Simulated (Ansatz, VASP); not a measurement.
WS2: VASP beside Ansatz

File INCAR:

```
PREC = Accurate
ENCUT = 500
EDIFF = 1E-6
ISMEAR = 0
SIGMA = 0.05
LREAL = F
LASPH = T
NELM = 120
ALGO = Normal
ISIF = 2
LWAVE = F
LCHARG = T
GGA = PS
LELF = T
LVHAR = T
NBANDS = 20
GGA_COMPAT = F
```

Contents of KPOINTS:

```
regular mesh
0
Gamma
  12 12 2
```

Contents of POSCAR:

```
WS2
1.0
    3.2594020841      0.1059796255      0.0183069659
   -1.5379199941      2.5241431054     -0.0303659079
    0.0986610871     -0.1320046438     17.7563998700
W S
1 2
Direct
    0.3396080873      0.6679915480     -0.0010761996
    0.6664175587      0.3310221597      0.9082315257
    0.6606410206      0.3343196256      0.0928446739
```

Input for Ansatz:

```yaml
crystal:
  lattice:
    - [3.2594020841, 0.1059796255, 0.0183069659]
    - [-1.5379199941, 2.5241431054, -0.0303659079]
    - [0.0986610871, -0.1320046438, 17.75639987]
  atoms:
    - { symbol: W, position: [0.3396080873, 0.667991548, -0.0010761996] }
    - { symbol: S, position: [0.6664175587, 0.3310221597, 0.9082315257] }
    - { symbol: S, position: [0.6606410206, 0.3343196256, 0.0928446739] }
basis:
  ecutwfc: 420
kpoints:
  mp_grid: { grid: [12, 12, 2] }
hamiltonian:
  xc: pbesol
scf:
  occupations: { method: gaussian, width: 0.05 }
output:
  forces: true
  stress: true
  eigenvalues: true
```

Change from the starting cell: all atoms moved at random (sigma 0.03 Å a component), cell strained at random (sigma 0.05).

Alike in both runs: task single point; functional PBEsol; k mesh 12 × 12 × 2; occupations gaussian, width 0.05 eV; no spin polarisation.

```csv
,VASP,Ansatz
version,VASP 6.6.1,Ansatz 0.2.0
potentials or method,"VASP PAW PBE potentials, release 64 (W_sv, S), cutoff 500 eV","scalar-relativistic, plane waves, PAW"
valence electrons in the cell,26,26
```

Ansatz gave:

```
gap on the k mesh at the Fermi level (eV) : 1.67
least direct gap on the mesh (eV)         : 2.16
rms of the force components (eV/Å)        : 0.710
```

Q: Estimate VASP's values.

A: gap on the k mesh at the Fermi level (eV): 1.67; least direct gap on the mesh (eV): 2.16; rms of the force components (eV/Å): 0.705.

VASP's potentials were made for PBE, not for PBEsol. Atom by atom the forces differ by 0.010 eV/Å (rms over components).

Neither program's run includes spin-orbit coupling.
